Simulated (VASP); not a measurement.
# AlN (P6_3/mmc) in VASP: single point with PBEsol

Aim: the single point of AlN with PBEsol.

Everything below comes from runs of VASP 6.6.1. Logs are shortened: lines on timing, memory, paths and dates and some standing lists are left out, and cuts for length are marked.

**1. The cell of the first run**

It takes space group P6_3/mmc (No. 194, hexagonal). Conventional cell: a = 3.312 Å, b = 3.312 Å, c = 4.188 Å, α = 90.00°, β = 90.00°, γ = 120.00°. Al (site symmetry -6m2) has 5 N at 1.91 to 2.09 Å within 2.5 Å. Within 2.5 Å of N (site symmetry -6m2) lie 5 Al at 1.91 to 2.09 Å.

**2. Single point, PBEsol**

INCAR

```
SYSTEM = AlN
PREC     = Accurate       ! precision mode
ENCUT    = 600            ! plane-wave cutoff, eV
EDIFF    = 1E-6           ! SCF threshold, eV
ISMEAR   = -1             ! smearing method
SIGMA    = 0.02           ! smearing width, eV
LREAL    = .FALSE.        ! projectors in reciprocal space
LASPH    = .TRUE.         ! aspherical terms in the spheres
NELM     = 120            ! most SCF steps
ALGO     = Normal         ! electronic algorithm
ISIF     = 2              ! what is computed and relaxed
LWAVE    = .FALSE.        ! write WAVECAR
LCHARG   = .FALSE.        ! write CHGCAR
GGA      = PS             ! functional
NBANDS   = 16             ! bands
GGA_COMPAT= .FALSE.
```

KPOINTS

```
regular mesh
0
G
  6 6 4
  0 0 0
```

POSCAR

```
AlN
1.0
    3.3121160000      0.0000000000      0.0000000000
   -1.6560580000      2.8683765963      0.0000000000
    0.0000000000      0.0000000000      4.1875630000
Al N
2 2
Direct
    0.3333330000      0.6666670000      0.7500000000
    0.6666670000      0.3333330000      0.2500000000
    0.3333330000      0.6666670000      0.2500000000
    0.6666670000      0.3333330000      0.7500000000
```

Potentials or basis: VASP PAW PBE potentials, release 64 (Al, N).

Launch:

```bash
$ cat potpaw_PBE.64/Al/POTCAR potpaw_PBE.64/N/POTCAR > POTCAR
$ mpirun -np 1 vasp_std > vasp.out
```

OUTCAR:

```text
SYSTEM = AlN
   PREC = Accurate
   ENCUT = 600
   EDIFF = 1E-6
   ISMEAR = -1
   LREAL = .FALSE.
   LASPH = .TRUE.
   NELM = 120
   ISIF = 2
   GGA = PS

 ion  position               nearest neighbor table
   1  0.333  0.667  0.750-   4 1.91   4 1.91   4 1.91   3 2.09   3 2.09   2 2.84   2 2.84   2 2.84
                             2 2.84   2 2.84   2 2.84
   2  0.667  0.333  0.250-   3 1.91   3 1.91   3 1.91   4 2.09   4 2.09   1 2.84   1 2.84   1 2.84
                             1 2.84   1 2.84   1 2.84
   3  0.333  0.667  0.250-   2 1.91   2 1.91   2 1.91   1 2.09   1 2.09
   4  0.667  0.333  0.750-   1 1.91   1 1.91   1 1.91   2 2.09   2 2.09

  LATTYP: Found a hexagonal cell.
 ALAT       =     3.3121160000
 C/A-ratio  =     1.2643165276

  Lattice vectors:

 A1 = (   3.3121160000,   0.0000000000,   0.0000000000)
 A2 = (  -1.6560580000,   2.8683765963,   0.0000000000)
 A3 = (   0.0000000000,   0.0000000000,   4.1875630000)

Analysis of symmetry for initial positions (statically):
=====================================================================
 Subroutine PRICEL returns:
 Original cell was already a primitive cell.

 Routine SETGRP: Setting up the symmetry group for a
 hexagonal supercell.

 Subroutine GETGRP returns: Found 24 space group operations
 (whereof 12 operations were pure point group operations)
 out of a pool of 24 trial point group operations.

The static configuration has the point symmetry D_3d.
 The point group associated with its full space group is D_6h.

Analysis of symmetry for dynamics (positions and initial velocities):
=====================================================================
 Subroutine PRICEL returns:
 Original cell was already a primitive cell.

 Routine SETGRP: Setting up the symmetry group for a
 hexagonal supercell.

 Subroutine GETGRP returns: Found 24 space group operations
 (whereof 12 operations were pure point group operations)
 out of a pool of 24 trial point group operations.

The dynamic configuration has the point symmetry D_3d.
 The point group associated with its full space group is D_6h.

 Subroutine INISYM returns: Found 24 space group operations
 (whereof 12 operations are pure point group operations),
 and found     1 'primitive' translations

----------------------------------------------------------------------------------------

                                     Primitive cell

  volume of cell :      39.7835

  direct lattice vectors                    reciprocal lattice vectors
     3.312116000  0.000000000  0.000000000     0.301921793  0.174314628  0.000000000
    -1.656058000  2.868376596  0.000000000     0.000000000  0.348629256  0.000000000
     0.000000000  0.000000000  4.187563000     0.000000000  0.000000000  0.238802377

  length of vectors
     3.312116000  3.312116000  4.187563000     0.348629256  0.348629256  0.238802377

  position of ions in fractional coordinates (direct lattice)
     0.333333000  0.666667000  0.750000000
     0.666667000  0.333333000  0.250000000
     0.333333000  0.666667000  0.250000000
     0.666667000  0.333333000  0.750000000

  ion indices of the primitive-cell ions
   primitive index   ion index
                 1           1
                 2           2
                 3           3
                 4           4

----------------------------------------------------------------------------------------

 KPOINTS: regular mesh

Automatic generation of k-mesh.
 Grid dimensions read from file:
 generate k-points for:    6    6    4

 Generating k-lattice:

  Cartesian coordinates                     Fractional coordinates (reciprocal lattice)
     0.050320299  0.029052438  0.000000000     0.166666667  0.000000000  0.000000000
     0.000000000  0.058104876  0.000000000     0.000000000  0.166666667  0.000000000
     0.000000000  0.000000000  0.059700594     0.000000000  0.000000000  0.250000000

  Length of vectors
     0.058104876  0.058104876  0.059700594

  Shift w.r.t. Gamma in fractional coordinates (k-lattice)
     0.000000000  0.000000000  0.000000000

 Subroutine IBZKPT returns following result:
 ===========================================

 Found     21 irreducible k-points:

 Following reciprocal coordinates:
            Coordinates               Weight
  0.000000  0.000000  0.000000      1.000000
  0.166667  0.000000  0.000000      6.000000
  0.333333  0.000000  0.000000      6.000000
  0.500000  0.000000  0.000000      3.000000
  0.166667  0.166667  0.000000      6.000000
  0.333333  0.166667  0.000000     12.000000
[... 13 lines left out ...]
  0.333333  0.166667  0.500000     12.000000
  0.333333  0.333333  0.500000      2.000000
   k-points           NKPTS =     21   k-points in BZ     NKDIM =     21   number of bands    NBANDS=     16
   number of dos      NEDOS =    301   number of ions     NIONS =      4
   total plane-waves  NPLWV =  28224
   dimension x,y,z NGX =    28 NGY =   28 NGZ =   36
   dimension x,y,z NGXF=    56 NGYF=   56 NGZF=   72
   ions per type =               2   2
   NGX,Y,Z   is equivalent  to a cutoff of  14.05, 14.05, 14.29 a.u.
   NGXF,Y,Z  is equivalent  to a cutoff of  28.11, 28.11, 28.58 a.u.
 SYSTEM =  AlN
   PREC   = accura    normal or accurate (medium, high low for compatibility)
   ISTART =      0    job   : 0-new  1-cont  2-samecut
   ICHARG =      2    charge: 1-file 2-atom 10-const
   ISPIN  =      1    spin polarized calculation?
   LNONCOLLINEAR =      F non collinear calculations
   LSORBIT =      F    spin-orbit coupling
   LASPH  =      T    aspherical Exc in radial PAW
   ENCUT  =  600.0 eV  44.10 Ry    6.64 a.u.   6.62  6.62  8.36*2*pi/ulx,y,z
   NELM   =    120;   NELMIN=  2; NELMDL= -5     # of ELM steps
   EDIFF  = 0.1E-05   stopping-criterion for ELM
   LREAL  =      F    real-space projection
   EDIFFG = 0.1E-04   stopping-criterion for IOM
   NSW    =      0    number of steps for IOM
   IBRION =     -1    ionic relax: 0-MD 1-quasi-New 2-CG
   NFREE  =      0    steps in history (QN), initial steepest desc. (CG)
   ISIF   =      2    stress and relaxation
   ISYM   =      2    0-nonsym 1-usesym 2-fastsym
   POTIM  = 0.5000    time-step for ionic-motion
   TEBEG  =    0.0;   TEEND  =   0.0 temperature during run
   PSTRESS=    0.0 pullay stress
   NELECT =      16.0000    total number of electrons
   NUPDOWN=      -1.0000    fix difference up-down
   EMIN   =  10.00;   EMAX   =-10.00  energy-range for DOS
   EFERMI =   0.00;   METHOD = LEGACY
   ISMEAR =    -1;   SIGMA  =   0.02  broadening in eV -4-tet -1-fermi 0-gaus
   EFERMI_NEDOS =   21; number of points for ismear=-14 and -15
   IALGO  =     38    algorithm
   IMIX   =      4    mixing-type and parameters
     AMIX     =   0.40;   BMIX     =  1.00
     AMIX_MAG =   1.60;   BMIX_MAG =  1.00
  volume/ion in A,a.u.               =       9.95        67.12
  Fermi-wavevector in a.u.,A,eV,Ry     =   1.208409  2.283561 19.867925  1.460251
  Thomas-Fermi vector in A             =   2.344017
   LORBIT       =      0    0 simple, 1 ext, 2 COOP (PROOUT), +10 PAW based schemes
   GGA     = PS    functional components
   LHFCALC =     F    Hartree Fock is set to
   AEXX    =    0.0000 exact exchange contribution
   IVDW    =     0    specifies the selected vdW correction
   LEPSILON=     F    determine dielectric tensor
   LRPA    =     F    only Hartree local field effects (RPA)
 non-spin polarized calculation
  energy-cutoff  :      600.00
  volume of cell :       39.78
 maximum number of plane-waves:      1349
 NGX is ok and might be reduce to    28
   NGX = 13   NGY = 13   NGZ = 17

 number of electron      16.0000002 magnetization

 Free energy of the ion-electron system (eV)
  ---------------------------------------------------
  ext. energy  EPLUGINS =         0.00000000
  ---------------------------------------------------
  free energy    TOTEN  =       -30.94083606 eV

  energy without entropy =      -30.94083606  energy(sigma->0) =      -30.94083606

 E-fermi :   8.2488     XC(G=0): -11.3529

 val. band max:        7.8597427584   @ k =   0.0000   0.0000   0.0000
 cond. band min:      11.0473369659   @ k =   0.0000   0.0000   0.0000
 fundamental gap:      3.1875942074
 Fermi energy:         8.2487894899

 k-point     1 :       0.0000    0.0000    0.0000
  band No.  band energies     occupation
      1      -8.9069      2.00000
      2      -5.2339      2.00000
      3       0.9368      2.00000
      4       4.5759      2.00000
      5       4.5760      2.00000
      6       6.2437      2.00000
[... 8 lines left out ...]
     15      19.5365      0.00000
     16      19.6778      0.00000

 k-point     2 :       0.1667    0.0000    0.0000
  band No.  band energies     occupation
      1      -8.5927      2.00000
      2      -5.2351      2.00000
      3       1.2767      2.00000
      4       3.5462      2.00000
      5       4.1765      2.00000
      6       5.2941      2.00000
[... 8 lines left out ...]
     15      18.6011      0.00000
     16      19.7708      0.00000

 k-point     3 :       0.3333    0.0000    0.0000
  band No.  band energies     occupation
      1      -7.7571      2.00000
      2      -5.4425      2.00000
      3       1.9681      2.00000
      4       2.2169      2.00000
      5       3.5921      2.00000
      6       4.0465      2.00000
[... 8 lines left out ...]
     15      19.1166      0.00000
     16      20.6053      0.00000

 k-point     4 :       0.5000    0.0000    0.0000
  band No.  band energies     occupation
      1      -7.0310      2.00000
      2      -5.8688      2.00000
      3       1.3550      2.00000
      4       3.0965      2.00000
      5       3.3552      2.00000
      6       3.5287      2.00000
[... 8 lines left out ...]
     15      20.9686      0.00000
     16      20.9802      0.00000

 k-point     5 :       0.1667    0.1667    0.0000
  band No.  band energies     occupation
      1      -8.0119      2.00000
      2      -5.3380      2.00000
      3       1.9239      2.00000
      4       2.7451      2.00000
      5       2.9211      2.00000
      6       4.8451      2.00000
[... 8 lines left out ...]
     15      18.6667      0.00000
     16      20.1809      0.00000

 k-point     6 :       0.3333    0.1667    0.0000
  band No.  band energies     occupation
      1      -7.0992      2.00000
      2      -5.7701      2.00000
      3       1.4693      2.00000
      4       2.9362      2.00000
      5       3.0154      2.00000
      6       3.8894      2.00000
[... 8 lines left out ...]
     15      20.3474      0.00000
     16      20.5879      0.00000
[... 210 lines left out ...]
 k-point    18 :       0.5000    0.0000    0.5000
  band No.  band energies     occupation
      1      -6.2926      2.00000
      2      -6.2926      2.00000
      3       0.5635      2.00000
      4       0.5635      2.00000
      5       4.5966      2.00000
      6       4.5966      2.00000
[... 8 lines left out ...]
     15      19.6457      0.00000
     16      19.6457      0.00000

 k-point    19 :       0.1667    0.1667    0.5000
  band No.  band energies     occupation
      1      -6.8054      2.00000
      2      -6.8054      2.00000
      3       1.8648      2.00000
      4       1.8648      2.00000
      5       4.4047      2.00000
      6       4.4047      2.00000
[... 8 lines left out ...]
     15      18.9997      0.00000
     16      18.9997      0.00000

 k-point    20 :       0.3333    0.1667    0.5000
  band No.  band energies     occupation
      1      -6.3064      2.00000
      2      -6.3064      2.00000
      3       0.8988      2.00000
      4       0.8988      2.00000
      5       3.6174      2.00000
      6       3.6174      2.00000
[... 8 lines left out ...]
     15      20.0235      0.00000
     16      20.0235      0.00000

 k-point    21 :       0.3333    0.3333    0.5000
  band No.  band energies     occupation
      1      -6.1276      2.00000
      2      -6.1276      2.00000
      3       0.9751      2.00000
      4       0.9751      2.00000
      5       2.6715      2.00000
      6       2.6715      2.00000
[... 8 lines left out ...]
     15      20.4005      0.00000
     16      20.4005      0.00000

------------------------ aborting loop because EDIFF is reached ----------------------------------------

  FORCE on cell =-STRESS in cart. coord.  units (eV):
  Direction    XX          YY          ZZ          XY          YZ          ZX
  --------------------------------------------------------------------------------------
  -------------------------------------------------------------------------------------
  Total       -0.8319357     -0.8319357     -1.0511320      0.0000000      0.0000000     -0.0000000
  in kB      -33.5040494    -33.5040494    -42.3316109      0.0000000      0.0000000     -0.0000000
  external PRESSURE =     -36.4465699 kB  Pullay stress =       0.0000000 kB

 VOLUME and BASIS-vectors are now :
 -----------------------------------------------------------------------------
  energy-cutoff  :      600.00
  volume of cell :       39.78
      direct lattice vectors                 reciprocal lattice vectors
     3.312116000  0.000000000  0.000000000     0.301921793  0.174314628  0.000000000
    -1.656058000  2.868376596  0.000000000     0.000000000  0.348629256  0.000000000
     0.000000000  0.000000000  4.187563000     0.000000000  0.000000000  0.238802377

 POSITION                                       TOTAL-FORCE (eV/Angst)
 -----------------------------------------------------------------------------------
     -0.00000      1.91225      3.14067         0.000000     -0.000000      0.000000
      1.65606      0.95612      1.04689        -0.000000      0.000000      0.000000
     -0.00000      1.91225      1.04689        -0.000000      0.000000      0.000000
      1.65606      0.95612      3.14067         0.000000     -0.000000      0.000000
 -----------------------------------------------------------------------------------
    total drift:                               -0.000108      0.000063      0.000002

  FREE ENERGIE OF THE ION-ELECTRON SYSTEM (eV)
  ---------------------------------------------------
  free  energy   TOTEN  =       -30.9408360641 eV

  energy  without entropy=      -30.9408360641  energy(sigma->0) =      -30.94083606
```

Run time: 8.4 s. Hardware: 1 thread of Intel Xeon Platinum 8559C (Emerald Rapids), shared host; peak memory 0.16 GiB.

What came out:

| Item | Value |
| --- | --- |
| Free energy | -30.9408 eV |
| Pressure | -3.6 GPa |
| Band gap on the k mesh | 3.19 eV, direct |

Levels at points of the mesh, in eV from the valence-band top:
```tsv
k point	band 4	band 5	band 6	band 7	band 8	band 9	band 10	band 11	band 12	band 13
(0.00, 0.00, 0.00)	-3.28	-3.28	-1.62	-1.62	0.00	3.19	4.34	8.13	8.13	11.15
(0.50, 0.00, 0.00)	-4.76	-4.50	-4.33	-2.92	-1.46	3.76	7.02	7.05	9.07	9.27
(0.00, 0.00, 0.50)	-3.74	-2.49	-2.49	-2.49	-2.49	5.57	5.57	8.32	8.32	8.32
(0.50, 0.00, 0.50)	-7.30	-3.26	-3.26	-1.76	-1.76	4.95	4.95	9.17	9.17	11.33
```

Caveat: the PAW data sets were made with another functional, which shifts forces and pressure a little.
